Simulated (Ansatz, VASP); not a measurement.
**Two plane-wave programs on RbCl**

```
CELL_PARAMETERS angstrom
0.00000 3.23824 3.23824
3.23824 0.00000 3.23824
3.23824 3.23824 0.00000
ATOMIC_POSITIONS crystal
Rb 0.00000 0.00000 0.00000
Cl 0.50000 0.50000 0.50000
```

Alike in both runs: task single point; functional r2SCAN; k mesh 6 × 6 × 6; no spin polarisation.

|  | VASP | Ansatz |
| --- | --- | --- |
| version | VASP 6.6.1 | Ansatz 0.2.0 |
| potentials or method | VASP PAW PBE potentials, release 64 (Rb_sv, Cl) | plane waves, PAW |
| plane-wave cutoff (eV) | 550 | 500 |
| occupations | gaussian, width 0.01 eV | fixed |
| valence electrons in the cell | 16 | 16 |

VASP gave:

* gap on the k mesh at the Fermi level (eV): 5.76
* pressure (GPa): 1.3

Problem. Estimate Ansatz's values.

Solution. gap on the k mesh at the Fermi level (eV): 5.76; pressure (GPa): 1.2.

VASP's potentials were made for PBE, not for r2SCAN.
